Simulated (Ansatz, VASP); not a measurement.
# Two plane-wave programs on Y

INCAR

```
SYSTEM = Y
  PREC = Accurate
  ENCUT = 600
  EDIFF = 1E-6
  ISMEAR = -1
  SIGMA = 0.05
  LREAL = .False.
  LASPH = .True.
  NELM = 100
  ALGO = Normal
  ISIF = 3
  LWAVE = .False.
  LCHARG = .False.
  GGA = PE
  IBRION = 2
  NSW = 60
  EDIFFG = -0.005
```

Contents of KPOINTS:

```
Automatic mesh
0
Gamma
  13 13 7
  0 0 0
```

File POSCAR:

```
Y
1.0
    3.6077462290      0.0000000000      0.0000000000
   -1.8038731145      3.1243998848      0.0000000000
    0.0000000000      0.0000000000      5.8445488911
Y
2
Direct
    0.3333333333      0.6666666667      0.2500000000
    0.6666666667      0.3333333333      0.7500000000
```

Input for Ansatz:

```yaml
crystal:
  lattice:
    - [3.607746229, 0.0, 0.0]
    - [-1.8038731145, 3.1243998848, 0.0]
    - [0.0, 0.0, 5.8445488911]
  atoms:
    - { symbol: "Y", position: [0.3333333333, 0.6666666667, 0.25] }
    - { symbol: "Y", position: [0.6666666667, 0.3333333333, 0.75] }
kpoints:
  mp_grid: { grid: [13, 13, 7] }
scf:
  occupations: { method: fermi_dirac, width: 0.05 }
hamiltonian:
  xc: pbe
  pseudopotentials: { kind: paw }
output:
  forces: true
  stress: true
  write_density: true
  write_potential: true
  elf: true
  volumetric_format: npy
relax:
  f_tol: 0.005
  max_steps: 40
  cell: {}
```

Alike in both runs: task relaxation of cell and atoms; functional PBE; k mesh 13 × 13 × 7; occupations fermi-dirac, width 0.05 eV; no spin polarisation.

```csv
,VASP,Ansatz
version,VASP 6.6.1,Ansatz 0.2.0
potentials or method,"VASP PAW PBE potentials, release 64 (Y_sv)","PAW with Ansatz's default frozen-core files, scalar-relativistic"
plane-wave cutoff (eV),600,420
valence electrons in the cell,22,22
```

```csv
,VASP,Ansatz,Ansatz less VASP
relaxed volume (Å³/atom),32.82,32.89,+0.075
relaxed cell length with the largest relative difference (Å),3.653,3.656,+0.0028
```
